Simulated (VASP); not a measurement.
A run of VASP 6.6.1:

File INCAR:

```
SYSTEM = SnO2
PREC     = Accurate       ! precision mode
ENCUT    = 520            ! plane-wave cutoff, eV
EDIFF    = 1E-6           ! SCF threshold, eV
ISMEAR   = -1             ! smearing method
SIGMA    = 0.05           ! smearing width, eV
LREAL    = .FALSE.        ! projectors in reciprocal space
LASPH    = .TRUE.         ! aspherical terms in the spheres
NELM     = 100            ! most SCF steps
ALGO     = Normal         ! electronic algorithm
ISIF     = 2              ! what is computed and relaxed
LWAVE    = .FALSE.        ! write WAVECAR
LCHARG   = .TRUE.         ! write CHGCAR
GGA      = PE             ! functional
LELF     = .TRUE.         ! ELF
LVHAR    = .TRUE.       
NBANDS   = 35             ! bands
```

The input KPOINTS:

```
Automatic mesh
0
G
  3 3 5
  0 0 0
```

POSCAR

```
SnO2
1.0
    4.7083472500      0.0000000000      0.0000000000
    0.0000000000      4.7083472500      0.0000000000
    0.0000000000      0.0000000000      3.1665573100
Sn O
2 4
Direct
   -0.0004872198      0.0087045406      0.0168511082
    0.4994102761      0.4990230914      0.4950426746
    0.2989297359      0.3143994955     -0.0080832265
    0.2115353748      0.8263757521      0.5073623632
    0.6919999369      0.6966729143      0.0019712260
    0.8069031017      0.1923150422      0.5021292351
```

Potentials or basis: VASP PAW PBE potentials, release 64 (Sn_d, O).

Command:

```console
$ cat potpaw_PBE.64/Sn_d/POTCAR potpaw_PBE.64/O/POTCAR > POTCAR
$ mpirun -np 1 vasp_std > vasp.out
```

Hardware: 1 thread of AMD EPYC 9R45 (Zen 5), with other jobs on the host.

Task: Estimate the wall time of this run.

Result: Wall time 31 s on 1 thread of AMD EPYC 9R45 (Zen 5), on a shared host, peak memory 0.16 GiB. Counts: scf iterations 13, k points 23.
